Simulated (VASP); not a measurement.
Set up this calculation in VASP 6.6.1, as the native input.

| Quantity | Value |
| --- | --- |
| Task | single point |
| Functional | PBEsol |
| Potentials or basis | VASP PAW PBE potentials, release 64 (W_sv) |
| Cutoff | 500 eV |
| k mesh | 20 × 20 × 20 |
| Occupations | gaussian, width 0.15 eV |
| Spin | no spin polarisation |
| Dipole correction | no |
| Further INCAR settings | ALGO = Normal; EDIFF = 1e-06; NBANDS = 13 |

The structure of W lies in POSCAR:

```
W
1.0
    0.0000000000      1.9991269217      2.0990832678
    1.9991269217      0.0000000000      2.0990832678
    1.9991269217      1.9991269217      0.0000000000
W
1
Direct
    0.0000000000      0.0000000000      0.0000000000
```

This cell differs from its parent crystal: engineering shear strain xz +0.0000, normal strain along z +0.0500.

One way to write it, as run:

INCAR

```
SYSTEM = W
ALGO = Normal
EDIFF = 1E-6
ENCUT = 500
GGA = PS
GGA_COMPAT = .False.
ISIF = 2
ISMEAR = 0
LASPH = .True.
LCHARG = .False.
LREAL = .False.
LWAVE = .False.
NBANDS = 13
NELM = 120
PREC = Accurate
SIGMA = 0.15
```

KPOINTS

```
k-points
0
Gamma
  20 20 20
  0 0 0
```

Potentials or basis: VASP PAW PBE potentials, release 64 (W_sv).

Launch:

```sh
$ cat potpaw_PBE.64/W_sv/POTCAR > POTCAR
$ mpirun -np 1 vasp_std > vasp.out
```

It gave:

```
Pressure               : -12.9 GPa
Band gap on the k mesh : zero (bands 7 and 8 overlap by 3.68 eV)
```

Caveat: the cell differs from its parent crystal (engineering shear strain xz +0.0000, normal strain along z +0.0500); the stress differs along the axes, from -16 to -6 GPa; the PAW data sets were made with another functional, which shifts forces and pressure a little; spin-orbit coupling is left out, which moves the levels of the heavy elements.

It took 33 s on 1 thread of Intel(R) Xeon(R) 6975P-C (Granite Rapids) (shared host), peak memory 0.24 GiB.
